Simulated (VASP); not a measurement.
Here is a VASP 6.6.1 calculation.

The input INCAR:

```
SYSTEM = Ni
PREC = Accurate ; ENCUT = 590
EDIFF = 1E-6 ; ISMEAR = -1
SIGMA = 0.05 ; LREAL = .False.
LASPH = .True. ; NELM = 200
ALGO = Normal ; ISIF = 2
LWAVE = .False. ; LCHARG = .False.
ISPIN = 2 ; MAGMOM = 1 1
LORBIT = 11 ; LMAXMIX = 4
GGA = PS ; NBANDS = 29
GGA_COMPAT = .False.
```

File KPOINTS:

```
regular mesh
0
Gamma
  7 7 4
  0 0 0
```

The input POSCAR:

```
Ni
1.0
    2.4480228978      0.0000000000      0.0000000000
   -1.2240114489      2.1200500186      0.0000000000
    0.0000000000      0.0000000000      4.0728075700
Ni
2
Direct
    0.6666666667      0.3333333333      0.7500000000
    0.3333333333      0.6666666667      0.2500000000
```

Potentials or basis: VASP PAW PBE potentials, release 64 (Ni_sv_GW).

Run with:

```sh
$ cat potpaw_PBE.64/Ni_sv_GW/POTCAR > POTCAR
$ mpirun -np 1 vasp_std > vasp.out
```

Estimate the site moments.

Ni +0.68 μB.

Predict the pressure.

-7.3 GPa.

Predict the net moment.

1.30 μB per cell.

Stress tensor (GPa, compression positive):
```
-6.21  0.00  0.00
 0.00 -6.21  0.00
 0.00  0.00 -9.47
```

Caveat: the k points lie up to 0.42 Å⁻¹ apart; the PAW data sets were made with another functional, which shifts forces and pressure a little.
